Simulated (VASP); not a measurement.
# NaTcTe3 (Pm-3m) in VASP: relaxation of cell and atoms with r2SCAN

Aim: the relaxation of cell and atoms of NaTcTe3 with r2SCAN.

Everything below comes from runs of VASP 6.6.1. Logs are shortened: lines on timing, memory, paths and dates and some standing lists are left out, and cuts for length are marked.

### Step 1. The cell of the first run

Symmetry: Pm-3m, No. 221, cubic system. The conventional cell has a = 5.321 Å, b = 5.321 Å, c = 5.321 Å, α = 90.00°, β = 90.00°, γ = 90.00°. Na (site symmetry m-3m) has 12 Te at 3.76 Å and 8 Tc at 4.61 Å within 4.9 Å. Tc (site symmetry m-3m) has 6 Te at 2.66 Å within 3.5 Å. Within 3.5 Å of Te (site symmetry 4/mmm) lie 2 Tc at 2.66 Å.

### Step 2. Relaxation of cell and atoms, r2SCAN

POSCAR reads:

```
NaTcTe3
1.0
    5.3209525749      0.0000000000      0.0000000000
    0.0000000000      5.3209525749      0.0000000000
    0.0000000000      0.0000000000      5.3209525749
Na Tc Te
1 1 3
Direct
    0.0000000000      0.0000000000      0.0000000000
    0.5000000000      0.5000000000      0.5000000000
    0.5000000000      0.5000000000      0.0000000000
    0.0000000000      0.5000000000      0.5000000000
    0.5000000000      0.0000000000      0.5000000000
```

INCAR.step1 reads:

```
SYSTEM = NaTcTe3
PREC     = Accurate       ! precision mode
ENCUT    = 600            ! plane-wave cutoff, eV
ISMEAR   = 1              ! smearing method
SIGMA    = 0.1            ! smearing width, eV
LREAL    = .False.        ! projectors in reciprocal space
LASPH    = .True.         ! aspherical terms in the spheres
NELM     = 80             ! most SCF steps
GGA      = PE             ! functional
ALGO     = Normal         ! electronic algorithm
EDIFF    = 1E-4           ! SCF threshold, eV
LWAVE    = .True.         ! write WAVECAR
LCHARG   = .False.        ! write CHGCAR
```

INCAR.step2 reads:

```
SYSTEM = NaTcTe3
PREC     = Accurate       ! precision mode
ENCUT    = 600            ! plane-wave cutoff, eV
EDIFF    = 1E-6           ! SCF threshold, eV
ISMEAR   = 1              ! smearing method
SIGMA    = 0.1            ! smearing width, eV
LREAL    = .False.        ! projectors in reciprocal space
LASPH    = .True.         ! aspherical terms in the spheres
NELM     = 80             ! most SCF steps
ALGO     = Normal         ! electronic algorithm
ISIF     = 3              ! what is computed and relaxed
LWAVE    = .False.        ! write WAVECAR
LCHARG   = .False.        ! write CHGCAR
METAGGA  = R2SCAN         ! meta-GGA
LMIXTAU  = .True.       
IBRION   = 2              ! ionic algorithm
NSW      = 80             ! ionic steps
EDIFFG   = -0.01          ! ionic threshold
ISTART   = 1
```

KPOINTS reads:

```
Automatic mesh
0
Gamma
  4 4 4
  0 0 0
```

Potentials or basis: VASP PAW PBE potentials, release 64 (Na_pv, Tc_pv, Te).

Started as:

```sh
> cat potpaw_PBE.64/Na_pv/POTCAR potpaw_PBE.64/Tc_pv/POTCAR potpaw_PBE.64/Te/POTCAR > POTCAR
> cp INCAR.step1 INCAR
> mpirun -np 1 vasp_std > vasp.out
> cp INCAR.step2 INCAR
> mpirun -np 1 vasp_std > vasp.out
```

OUTCAR:

```text
SYSTEM = NaTcTe3
   PREC = Accurate
   ENCUT = 600
   EDIFF = 1E-6
   ISMEAR = 1
   LREAL = .False.
   LASPH = .True.
   NELM = 80
   ISIF = 3
   METAGGA = R2SCAN
   IBRION = 2
   NSW = 80
   EDIFFG = -0.01
   ISTART = 1

 ion  position               nearest neighbor table
   1  0.000  0.000  0.000-
   2  0.500  0.500  0.500-   3 2.66   4 2.66   5 2.66   3 2.66   5 2.66   4 2.66
   3  0.500  0.500  0.000-   2 2.66   2 2.66
   4  0.000  0.500  0.500-   2 2.66   2 2.66
   5  0.500  0.000  0.500-   2 2.66   2 2.66

  LATTYP: Found a simple cubic cell.
 ALAT       =     5.3209525749

  Lattice vectors:

 A1 = (   5.3209525749,   0.0000000000,   0.0000000000)
 A2 = (   0.0000000000,   5.3209525749,   0.0000000000)
 A3 = (   0.0000000000,   0.0000000000,   5.3209525749)

Analysis of symmetry for initial positions (statically):
=====================================================================
 Subroutine PRICEL returns:
 Original cell was already a primitive cell.

 Routine SETGRP: Setting up the symmetry group for a
 simple cubic supercell.

 Subroutine GETGRP returns: Found 48 space group operations
 (whereof 48 operations were pure point group operations)
 out of a pool of 48 trial point group operations.

The static configuration has the point symmetry O_h .

Analysis of symmetry for dynamics (positions and initial velocities):
=====================================================================
 Subroutine PRICEL returns:
 Original cell was already a primitive cell.

 Routine SETGRP: Setting up the symmetry group for a
 simple cubic supercell.

 Subroutine GETGRP returns: Found 48 space group operations
 (whereof 48 operations were pure point group operations)
 out of a pool of 48 trial point group operations.

The dynamic configuration has the point symmetry O_h .

 Subroutine INISYM returns: Found 48 space group operations
 (whereof 48 operations are pure point group operations),
 and found     1 'primitive' translations

----------------------------------------------------------------------------------------

                                     Primitive cell

  volume of cell :     150.6497

  direct lattice vectors                    reciprocal lattice vectors
     5.320952575  0.000000000  0.000000000     0.187936274  0.000000000  0.000000000
     0.000000000  5.320952575  0.000000000     0.000000000  0.187936274  0.000000000
     0.000000000  0.000000000  5.320952575     0.000000000  0.000000000  0.187936274

  length of vectors
     5.320952575  5.320952575  5.320952575     0.187936274  0.187936274  0.187936274

  position of ions in fractional coordinates (direct lattice)
     0.000000000  0.000000000  0.000000000
     0.500000000  0.500000000  0.500000000
     0.500000000  0.500000000  0.000000000
     0.000000000  0.500000000  0.500000000
     0.500000000  0.000000000  0.500000000

  ion indices of the primitive-cell ions
   primitive index   ion index
                 1           1
                 2           2
                 3           3
                 4           4
                 5           5

----------------------------------------------------------------------------------------

[... 53 lines left out ...]
   NELM   =     80;   NELMIN=  2; NELMDL=  0     # of ELM steps
   EDIFF  = 0.1E-05   stopping-criterion for ELM
   LREAL  =      F    real-space projection
   EDIFFG = -.1E-01   stopping-criterion for IOM
   NSW    =     80    number of steps for IOM
   IBRION =      2    ionic relax: 0-MD 1-quasi-New 2-CG
   NFREE  =      1    steps in history (QN), initial steepest desc. (CG)
   ISIF   =      3    stress and relaxation
   ISYM   =      2    0-nonsym 1-usesym 2-fastsym
   POTIM  = 0.5000    time-step for ionic-motion
   TEBEG  =    0.0;   TEEND  =   0.0 temperature during run
   PSTRESS=    0.0 pullay stress
   NELECT =      38.0000    total number of electrons
   NUPDOWN=      -1.0000    fix difference up-down
   EMIN   =  10.00;   EMAX   =-10.00  energy-range for DOS
   EFERMI =   0.00;   METHOD = LEGACY
   ISMEAR =     1;   SIGMA  =   0.10  broadening in eV -4-tet -1-fermi 0-gaus
   EFERMI_NEDOS =   21; number of points for ismear=-14 and -15
   IALGO  =     38    algorithm
   IMIX   =      4    mixing-type and parameters
     AMIX     =   0.40;   BMIX     =  1.00
     AMIX_MAG =   1.60;   BMIX_MAG =  1.00
  volume/ion in A,a.u.               =      30.13       203.33
  Fermi-wavevector in a.u.,A,eV,Ry     =   1.034380  1.954694 14.557435  1.069941
  Thomas-Fermi vector in A             =   2.168672
   LORBIT       =      0    0 simple, 1 ext, 2 COOP (PROOUT), +10 PAW based schemes
   METAGGA = R2SCAN    functional components
   LHFCALC =     F    Hartree Fock is set to
   AEXX    =    0.0000 exact exchange contribution
   IVDW    =     0    specifies the selected vdW correction
   LEPSILON=     F    determine dielectric tensor
   LRPA    =     F    only Hartree local field effects (RPA)
 conjugate gradient relaxation of ions
 non-spin polarized calculation
 Methfessel and Paxton  Order N= 1 SIGMA  =   0.10
  energy-cutoff  :      600.00
  volume of cell :      150.65
 maximum number of plane-waves:      5056
 NGX is ok and might be reduce to    48
   NGX = 21   NGY = 21   NGZ = 21

--------------------------------------- Ionic step        1  -------------------------------------------

 number of electron      37.9999988 magnetization

 Free energy of the ion-electron system (eV)
  ---------------------------------------------------
  ext. energy  EPLUGINS =         0.00000000
  ---------------------------------------------------
  free energy    TOTEN  =      -105.07456268 eV

  energy without entropy =     -105.07202203  energy(sigma->0) =     -105.07371579

------------------------ aborting loop because EDIFF is reached ----------------------------------------

  FORCE on cell =-STRESS in cart. coord.  units (eV):
  Direction    XX          YY          ZZ          XY          YZ          ZX
  --------------------------------------------------------------------------------------
  -------------------------------------------------------------------------------------
  Total        0.0563706      0.0563706      0.0563706     -0.0000000     -0.0000000      0.0000000
  in kB        0.5995077      0.5995077      0.5995077     -0.0000000     -0.0000000      0.0000000
  external PRESSURE =       0.5995077 kB  Pullay stress =       0.0000000 kB

 VOLUME and BASIS-vectors are now :
 -----------------------------------------------------------------------------
  energy-cutoff  :      600.00
  volume of cell :      150.65
      direct lattice vectors                 reciprocal lattice vectors
     5.320952575  0.000000000  0.000000000     0.187936274  0.000000000  0.000000000
     0.000000000  5.320952575  0.000000000     0.000000000  0.187936274  0.000000000
     0.000000000  0.000000000  5.320952575     0.000000000  0.000000000  0.187936274

 POSITION                                       TOTAL-FORCE (eV/Angst)
 -----------------------------------------------------------------------------------
      0.00000      0.00000      0.00000         0.000000      0.000000      0.000000
      2.66048      2.66048      2.66048         0.000000      0.000000      0.000000
      2.66048      2.66048      0.00000         0.000000      0.000000      0.000000
      0.00000      2.66048      2.66048         0.000000      0.000000      0.000000
      2.66048      0.00000      2.66048         0.000000      0.000000      0.000000
 -----------------------------------------------------------------------------------
    total drift:                                0.000000     -0.000000     -0.000000

  FREE ENERGIE OF THE ION-ELECTRON SYSTEM (eV)
  ---------------------------------------------------
  free  energy   TOTEN  =      -105.0745626780 eV

  energy  without entropy=     -105.0720220283  energy(sigma->0) =     -105.07371579

--------------------------------------- Ionic step        2  -------------------------------------------

 number of electron      37.9999988 magnetization

 Free energy of the ion-electron system (eV)
  ---------------------------------------------------
  ext. energy  EPLUGINS =         0.00000000
  ---------------------------------------------------
  free energy    TOTEN  =      -105.07457726 eV

  energy without entropy =     -105.07207985  energy(sigma->0) =     -105.07374479

 E-fermi :   4.8912     XC(G=0):  -9.3816

 val. band max:        4.8819600888   @ k =   0.0000   0.0000   0.0000
 cond. band min:       4.9135309678   @ k =   0.5000   0.5000   0.2500
 fundamental gap:      0.0315708789
 Fermi energy:         4.8911844912

 k-point     1 :       0.0000    0.0000    0.0000
  band No.  band energies     occupation
      1     -35.4018      2.00000
      2     -35.4018      2.00000
      3     -35.4018      2.00000
      4     -20.8850      2.00000
      5     -20.8850      2.00000
      6     -20.8850      2.00000
[... 249 lines left out ...]
     22       6.5920     -0.00000
     23      10.4213      0.00000

------------------------ aborting loop because EDIFF is reached ----------------------------------------

  FORCE on cell =-STRESS in cart. coord.  units (eV):
  Direction    XX          YY          ZZ          XY          YZ          ZX
  --------------------------------------------------------------------------------------
  -------------------------------------------------------------------------------------
  Total       -0.0305826     -0.0305826     -0.0305826     -0.0000000     -0.0000000     -0.0000000
  in kB       -0.3247199     -0.3247199     -0.3247199     -0.0000000     -0.0000000     -0.0000000
  external PRESSURE =      -0.3247199 kB  Pullay stress =       0.0000000 kB

 VOLUME and BASIS-vectors are now :
 -----------------------------------------------------------------------------
  energy-cutoff  :      600.00
  volume of cell :      150.90
      direct lattice vectors                 reciprocal lattice vectors
     5.323846604 -0.000000000  0.000000000     0.187834112  0.000000000  0.000000000
    -0.000000000  5.323846604 -0.000000000     0.000000000  0.187834112  0.000000000
    -0.000000000 -0.000000000  5.323846604    -0.000000000  0.000000000  0.187834112

 POSITION                                       TOTAL-FORCE (eV/Angst)
 -----------------------------------------------------------------------------------
      0.00000      0.00000      0.00000        -0.000000      0.000000      0.000000
      2.66192      2.66192      2.66192         0.000000     -0.000000      0.000000
      2.66192      2.66192      0.00000        -0.000000      0.000000      0.000000
     -0.00000      2.66192      2.66192        -0.000000      0.000000      0.000000
      2.66192     -0.00000      2.66192        -0.000000      0.000000      0.000000
 -----------------------------------------------------------------------------------
    total drift:                                0.000000     -0.000000     -0.000000

  FREE ENERGIE OF THE ION-ELECTRON SYSTEM (eV)
  ---------------------------------------------------
  free  energy   TOTEN  =      -105.0745772604 eV

  energy  without entropy=     -105.0720798492  energy(sigma->0) =     -105.07374479

 reached required accuracy - stopping structural energy minimisation
```

It took 3.1 min on 1 thread of Intel Xeon Platinum 8488C (Sapphire Rapids), shared host; peak memory 0.38 GiB.

What came out:

```
Free energy                            : -105.0746 eV
Relaxed volume                         : 30.18 Å³/atom
Relaxed cell                           : a = 5.324 Å, b = 5.324 Å, c = 5.324 Å, α = 90.00°, β = 90.00°, γ = 90.00°
Space group after relaxing (to 0.05 Å) : Pm-3m (No. 221)
Energy gained by relaxing              : 0.0 meV/atom
Ionic steps                            : 2
Pressure after relaxing                : 0.0 GPa
```

Final structure:
```
Na Tc Te
1.0
     5.32385    0.00000    0.00000
     0.00000    5.32385    0.00000
     0.00000    0.00000    5.32385
Na Tc Te
1 1 3
Direct
  0.00000 0.00000 0.00000
  0.50000 0.50000 0.50000
  0.50000 0.50000 0.00000
  0.00000 0.50000 0.50000
  0.50000 0.00000 0.50000
```

Caveat: the bands computed are all filled at some k points, so no gap is given; the PAW data sets were made with another functional, which shifts forces and pressure a little; spin-orbit coupling is left out, which moves the levels of the heavy elements.
